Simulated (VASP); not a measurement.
A run of VASP 6.6.1 is set up as follows.

The input INCAR:

```
  PREC = Accurate
  ENCUT = 520
  EDIFF = 1E-6
  ISMEAR = 0
  SIGMA = 0.1
  LREAL = False
  LASPH = True
  NELM = 80
  ALGO = Fast
  ISIF = 2
  LWAVE = False
  LCHARG = True
  GGA = PS
  LELF = True
  LVHAR = True
  NBANDS = 17
```

KPOINTS

```
regular mesh
0
Gamma
  12 12 10
```

File POSCAR:

```
Sr
1.0
    2.9579193978      2.9579193978      0.0000000000
   -2.9579193978      2.9579193978      0.0000000000
    0.0000000000      0.0000000000      6.0933139595
Sr
2
Direct
    0.0000000000      0.0000000000      0.0000000000
    0.5000000000      0.5000000000      0.5000000000
```

Potentials or basis: VASP PAW PBE potentials, release 64 (Sr_sv).

The run is started by

```bash
$ cat potpaw_PBE.64/Sr_sv/POTCAR > POTCAR
$ mpirun -np 1 vasp_std > vasp.out
```

Predict the band gap on the k mesh.

zero (bands 10 and 11 overlap by 0.05 eV).

Predict the pressure.

-0.3 GPa.

Stress tensor (GPa, compression positive):
```
-0.26  0.00  0.00
 0.00 -0.26  0.00
 0.00  0.00 -0.45
```

Caveat: the cell differs from its parent crystal (strain along c alone, the other axes held: +3.0 %); the PAW data sets were made with another functional, which shifts forces and pressure a little.
